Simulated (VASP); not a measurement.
Cr: single point with PBE

The system is Cr.

```
Cr
1.0
    -1.43713    1.43713    1.43713
     1.43713   -1.43713    1.43713
     1.43713    1.43713   -1.43713
Cr
1
Cartesian
  0.0000 0.0000 0.0000
```

```
Program                : VASP 6.6.1
Task                   : single point
Functional             : PBE
Potentials or basis    : VASP PAW PBE potentials, release 64 (Cr_pv)
Cutoff                 : 500 eV
k mesh                 : 18 × 18 × 18
Occupations            : fermi-dirac, width 0.08 eV
Spin                   : collinear spin, ferromagnetic start
Starting moments       : [3.0] μB
Dipole correction      : no
Further INCAR settings : ALGO = Normal; EDIFF = 1e-06; NBANDS = 16
```

The pressure is -7.1 GPa. The band gap on the k mesh is zero (filled and empty bands overlap). The net moment is 0.00 μB per cell and the valence electrons inside the program's atomic spheres are Cr 11.00.

Levels at points of the mesh, in eV from the Fermi level:
Spin up:
```
           k point  band 4  band 5  band 6  band 7  band 8  band 9
(0.00, 0.00, 0.00)   -7.76   -0.88   -0.88   -0.88    1.10    1.10
(0.50, 0.00, 0.00)   -4.30   -2.37    1.04    1.09    1.42    2.72
(0.50, 0.50, 0.50)   -4.15   -4.15    2.34    2.34    2.34    7.08
```
Spin down:
```csv
k point,band 2,band 3,band 4,band 5,band 6,band 7,band 8,band 9,band 10,band 11
"(0.00, 0.00, 0.00)",-42.77,-42.77,-7.76,-0.88,-0.88,-0.88,1.10,1.10,7.08,22.08
"(0.50, 0.00, 0.00)",-43.04,-42.78,-4.30,-2.37,1.04,1.09,1.42,2.72,7.08,9.59
"(0.50, 0.50, 0.50)",-43.35,-43.35,-4.15,-4.15,2.34,2.34,2.34,7.08,10.36,10.36
```

Run time: 40 s on 1 thread of AMD EPYC 9R14 (Zen 4) (shared host), peak memory 0.13 GiB.

Caveat: the cell stands under tension.
